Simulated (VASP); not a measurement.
# Ag: single point with PBE

The system is Ag.

```
Ag
1.0
     0.00000    2.04310    2.12482
     2.04310    0.00000    2.12482
     2.04310    2.04310    0.00000
Ag
1
Direct
  0.00000 0.00000 0.00000
```

This cell differs from its parent crystal: strain +0.000 along x and y, +0.040 along z.

```json
{
  "Program": "VASP 6.6.1",
  "Task": "single point",
  "Functional": "PBE",
  "Potentials or basis": "VASP PAW PBE potentials, release 64 (Ag)",
  "Cutoff": "520 eV",
  "k mesh": "20 × 20 × 20",
  "Occupations": "gaussian, width 0.15 eV",
  "Spin": "no spin polarisation",
  "Dipole correction": "no",
  "Further INCAR settings": "ALGO = Normal; EDIFF = 1e-06; NBANDS = 12"
}
```

```json
{
 "Pressure": "0.4 GPa"
}
```

Stress tensor (GPa, compression positive):
```
 0.97  0.00  0.00
 0.00  0.97  0.00
 0.00  0.00 -0.64
```

Levels at points of the mesh, in eV from the Fermi level:
```csv
k point,band 4,band 5,band 6,band 7,band 8,band 9
"(0.00, 0.00, 0.00)",-4.60,-3.85,-3.60,15.94,18.96,19.41
"(0.50, 0.00, 0.00)",-3.03,-2.93,-0.30,3.38,15.01,17.15
"(0.50, 0.50, 0.00)",-2.80,-2.80,1.21,5.80,10.91,10.91
"(0.50, 0.00, 0.50)",-2.87,-2.69,1.85,6.74,10.22,10.24
```

It took 34 s on 1 thread of Intel(R) Xeon(R) 6975P-C (Granite Rapids), on a shared host, peak memory 0.25 GiB.

Caveat: the cell differs from its parent crystal (strain +0.000 along x and y, +0.040 along z).
